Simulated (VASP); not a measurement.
# SiGe (P6_3mc) in VASP: a series of runs, part 2 of 2

VASP 6.6.1. Earlier steps stand in the parts before.

### Step 5. Single point, PBEsol

This run uses another cell than the first one, of 22.52 Å³/atom, 1.030 times its volume.

The input, INCAR:

```
SYSTEM = SiGe
  PREC = Accurate
  ENCUT = 520
  EDIFF = 1E-7
  ISMEAR = 0
  SIGMA = 0.02
  LREAL = .False.
  LASPH = .True.
  NELM = 60
  ALGO = Normal
  ISIF = 2
  LWAVE = .False.
  LCHARG = .False.
  GGA = PS
  NBANDS = 26
```

The input, KPOINTS:

```
regular mesh
0
Gamma
  12 12 6
  0 0 0
```

The input, POSCAR:

```
SiGe
1.0
    3.9786088452      0.0000000000      0.0000000000
   -1.9893044226      3.4455763317      0.0000000000
    0.0000000000      0.0000000000      6.5722606305
Si Ge
2 2
Direct
    0.6666666667      0.3333333333      0.8746872041
    0.3333333333      0.6666666667      0.3746872041
    0.6666666667      0.3333333333      0.5003117959
    0.3333333333      0.6666666667      0.0003117959
```

Potentials or basis: VASP PAW PBE potentials, release 64 (Si, Ge_d).

Launch:

```console
cat potpaw_PBE.64/Si/POTCAR potpaw_PBE.64/Ge_d/POTCAR > POTCAR
mpirun -np 1 vasp_std > vasp.out
```

OUTCAR:

```text
SYSTEM = SiGe
   PREC = Accurate
   ENCUT = 520
   EDIFF = 1E-7
   ISMEAR = 0
   LREAL = .False.
   LASPH = .True.
   NELM = 60
   ISIF = 2
   GGA = PS

 ion  position               nearest neighbor table
   1  0.667  0.333  0.875-   4 2.44   4 2.44   4 2.44   3 2.46
   2  0.333  0.667  0.375-   3 2.44   3 2.44   3 2.44   4 2.46
   3  0.667  0.333  0.500-   2 2.44   2 2.44   2 2.44   1 2.46
   4  0.333  0.667  0.000-   1 2.44   1 2.44   1 2.44   2 2.46

  LATTYP: Found a hexagonal cell.
 ALAT       =     3.9786088452
 C/A-ratio  =     1.6518991653

  Lattice vectors:

 A1 = (   3.9786088452,   0.0000000000,   0.0000000000)
 A2 = (  -1.9893044226,   3.4455763317,   0.0000000000)
 A3 = (   0.0000000000,   0.0000000000,   6.5722606305)

Analysis of symmetry for initial positions (statically):
=====================================================================
 Subroutine PRICEL returns:
 Original cell was already a primitive cell.

 Routine SETGRP: Setting up the symmetry group for a
 hexagonal supercell.

[... 167 lines left out ...]
  ext. energy  EPLUGINS =         0.00000000
  ---------------------------------------------------
  free energy    TOTEN  =       -21.18927952 eV

  energy without entropy =      -21.18927952  energy(sigma->0) =      -21.18927952

 E-fermi :   5.0996     XC(G=0):  -9.6254

 val. band max:        4.9570945537   @ k =   0.0000   0.0000   0.0000
 cond. band min:       5.2072041571   @ k =   0.0000   0.0000   0.0000
 fundamental gap:      0.2501096034
 Fermi energy:         5.0996135943

 k-point     1 :       0.0000    0.0000    0.0000
  band No.  band energies     occupation
      1     -19.5110      2.00000
      2     -19.5109      2.00000
      3     -19.5081      2.00000
      4     -19.5081      2.00000
      5     -19.5057      2.00000
      6     -19.5057      2.00000
[... 685 lines left out ...]
     25      11.7083      0.00000
     26      12.1255      0.00000

 [... further k-points ...]
[... 5 lines left out ...]
  --------------------------------------------------------------------------------------
  -------------------------------------------------------------------------------------
  Total       -2.3533719     -2.3533719     -2.4080472      0.0000000      0.0000000      0.0000000
  in kB      -41.8497870    -41.8497870    -42.8220723      0.0000000      0.0000000      0.0000000
  external PRESSURE =     -42.1738821 kB  Pullay stress =       0.0000000 kB

 VOLUME and BASIS-vectors are now :
 -----------------------------------------------------------------------------
  energy-cutoff  :      520.00
  volume of cell :       90.10
      direct lattice vectors                 reciprocal lattice vectors
     3.978608845  0.000000000  0.000000000     0.251344135  0.145113604  0.000000000
    -1.989304423  3.445576332  0.000000000     0.000000000  0.290227208  0.000000000
     0.000000000  0.000000000  6.572260630     0.000000000  0.000000000  0.152154648

 POSITION                                       TOTAL-FORCE (eV/Angst)
 -----------------------------------------------------------------------------------
      1.98930      1.14853      5.74867         0.000000      0.000000      0.001141
     -0.00000      2.29705      2.46254        -0.000000     -0.000000      0.001141
      1.98930      1.14853      3.28818        -0.000000      0.000000     -0.001141
     -0.00000      2.29705      0.00205         0.000000     -0.000000     -0.001141
 -----------------------------------------------------------------------------------
    total drift:                               -0.000000     -0.000000      0.000221

  FREE ENERGIE OF THE ION-ELECTRON SYSTEM (eV)
  ---------------------------------------------------
  free  energy   TOTEN  =       -21.1892795186 eV

  energy  without entropy=      -21.1892795186  energy(sigma->0) =      -21.18927952
```

Run time: 64 s. Hardware: 1 thread of Intel Xeon 6975P-C (Granite Rapids), shared host; peak memory 0.3 GiB.

What came out:

```yaml
Free_energy: -21.1893 eV
Pressure: -4.2 GPa
Band_gap_on_the_k_mesh: 0.25 eV, direct
```

Caveat: the PAW data sets were made with another functional, which shifts forces and pressure a little.

### Step 6. Relaxation of shape and atoms at fixed volume, PBEsol (volume scaled by 1.10)

The input, INCAR:

```
SYSTEM = SiGe
PREC = Accurate
ENCUT = 600
EDIFF = 1E-7
ISMEAR = 0
SIGMA = 0.02
LREAL = .False.
LASPH = .True.
NELM = 80
ALGO = Normal
ISIF = 4
LWAVE = .False.
LCHARG = .False.
GGA = PS
IBRION = 2
NSW = 50
EDIFFG = -0.01
```

The input, KPOINTS:

```
Automatic mesh
0
Gamma
  12 12 6
  0 0 0
```

The input, POSCAR:

```
SiGe
1.0
    4.0275161778      0.0000000000      0.0000000000
   -2.0137580889      3.4879313241      0.0000000000
    0.0000000000      0.0000000000      6.6480587142
Si Ge
2 2
Direct
    0.6666666667      0.3333333333      0.8746776673
    0.3333333333      0.6666666667      0.3746776673
    0.6666666667      0.3333333333      0.5003213327
    0.3333333333      0.6666666667      0.0003213327
```

Potentials or basis: VASP PAW PBE potentials, release 64 (Si, Ge_d).

Launch:

```console
cat potpaw_PBE.64/Si/POTCAR potpaw_PBE.64/Ge_d/POTCAR > POTCAR
mpirun -np 1 vasp_std > vasp.out
```

It took 4 min on 1 thread of Intel Xeon Platinum 8259CL at 2.50GHz (Skylake/Cascade Lake), shared host; peak memory 0.34 GiB.

The run converged. Its results:

```yaml
Free_energy: -21.0816 eV
Energy_gained_by_relaxing: 0.0 meV/atom
Ionic_steps: 2
Pressure_after_relaxing: -6.2 GPa
Band_gap_on_the_k_mesh: 0.15 eV, direct
```

Final structure:
```
CELL_PARAMETERS angstrom
4.02724 0.00000 0.00000
-2.01362 3.48769 0.00000
0.00000 0.00000 6.64896
ATOMIC_POSITIONS crystal
Si 0.66667 0.33333 0.87482
Si 0.33333 0.66667 0.37482
Ge 0.66667 0.33333 0.50018
Ge 0.33333 0.66667 0.00018
```

Levels at points of the mesh, in eV from the valence-band top:
```csv
k point,band 14,band 15,band 16,band 17,band 18,band 19,band 20,band 21,band 22
"(0.00, 0.00, 0.00)",-1.43,-1.43,-0.24,0.00,0.00,0.15,0.62,2.07,2.07
"(0.50, 0.00, 0.00)",-6.16,-4.30,-2.87,-2.67,-1.38,0.49,1.73,3.25,3.35
"(0.00, 0.00, 0.50)",-4.38,-0.86,-0.86,-0.86,-0.86,0.90,0.90,3.05,3.05
"(0.50, 0.00, 0.50)",-7.22,-2.37,-2.37,-2.27,-2.27,0.59,0.59,1.90,1.90
```

Caveat: the cell differs from its parent crystal (volume scaled by 1.10); the PAW data sets were made with another functional, which shifts forces and pressure a little. A k mesh can miss the band edges.

### Step 7. The runs side by side

| task | cell | cutoff (eV) | gap on the mesh (eV) | pressure (GPa) |
| --- | --- | --- | --- | --- |
| single point | a = 3.940, b = 3.940, c = 6.508 Å, angles 90.0, 90.0, 120.0°, 4 atoms | 520 | 0.33 | -2.3 |
| single point | a = 3.979, b = 3.979, c = 6.572 Å, angles 90.0, 90.0, 120.0°, 4 atoms | 520 | 0.25 | -4.2 |
| relaxation of shape and atoms at fixed volume | relaxed from a = 4.028, b = 4.028, c = 6.648 Å, angles 90.0, 90.0, 120.0°, 4 atoms | 600 | 0.15 | -6.2 |

Alike in all rows: level PBEsol; potentials or basis VASP PAW PBE potentials, release 64 (Si, Ge_d); no spin polarisation; k mesh 12 × 12 × 6; smearing gaussian 0.02 eV.

Caveats: the PAW data sets were made with another functional, which shifts forces and pressure a little.

Absolute energies hang on the potentials; compare differences alone.
